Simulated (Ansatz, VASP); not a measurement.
**MgCdSe2: VASP beside Ansatz**

INCAR

```
SYSTEM = MgCdSe2
  ALGO = Normal
  EDIFF = 1E-7
  ENCUT = 520
  GGA = PE
  ISIF = 2
  ISMEAR = 0
  LASPH = .True.
  LCHARG = .False.
  LREAL = .False.
  LWAVE = .False.
  NBANDS = 21
  NELM = 60
  PREC = Accurate
  SIGMA = 0.01
```

KPOINTS

```
k-points
0
Gamma
  6 6 6
  0 0 0
```

File POSCAR:

```
MgCdSe2
1.0
    1.9509485182      1.1263806522      6.3660733601
   -1.9509485182      1.1263806522      6.3660733601
    0.0000000000     -2.2527613043      6.3660733601
Mg Cd Se
1 1 2
Direct
    1.0000000000      0.0000000000      0.0000000000
    0.5000000000      0.5000000000      0.5000000000
    0.2535083611      0.2535083611      0.2535083611
    0.7464916389      0.7464916389      0.7464916389
```

Input for Ansatz:

```yaml
crystal:
  lattice:
    - [1.9509485182, 1.1263806522, 6.3660733601]
    - [-1.9509485182, 1.1263806522, 6.3660733601]
    - [0.0, -2.2527613043, 6.3660733601]
  atoms:
    - { symbol: Mg, position: [1.0, 0.0, 0.0] }
    - { symbol: Cd, position: [0.5, 0.5, 0.5] }
    - { symbol: Se, position: [0.2535083611, 0.2535083611, 0.2535083611] }
    - { symbol: Se, position: [0.7464916389, 0.7464916389, 0.7464916389] }
kpoints:
  mp_grid: { grid: [6, 6, 6] }
hamiltonian:
  xc: pbe
scf:
  occupations: { method: fixed }
  n_extra_bands: 5
output:
  forces: true
  stress: true
  eigenvalues: true
```

Alike in both runs: task single point; functional PBE; k mesh 6 × 6 × 6; no spin polarisation.

|  | VASP | Ansatz |
| --- | --- | --- |
| version | VASP 6.6.1 | Ansatz 0.2.0 |
| potentials or method | VASP PAW PBE potentials, release 64 (Mg, Cd, Se) | plane waves, PAW |
| plane-wave cutoff (eV) | 520 | 420 |
| occupations | gaussian, width 0.01 eV | fixed |
| valence electrons in the cell | 26 | 62 |

Ansatz gave:

```
gap on the k mesh at the Fermi level (eV)                     : 0.65
pressure (GPa)                                                : 4.3
traceless stress, the component that is largest in VASP (GPa) : -0.05
rms of the force components (eV/Å)                            : 0.024
```

Task: What did VASP give for the same quantities?

Result: gap on the k mesh at the Fermi level (eV): 0.63; pressure (GPa): 4.5; traceless stress, the component that is largest in VASP (GPa): -0.04; rms of the force components (eV/Å): 0.043.

Atom by atom the forces differ by 0.019 eV/Å (rms over components). VASP's potentials hold 26 valence electrons a cell and Ansatz's 62, so a difference there can come from the potentials and not from the codes.
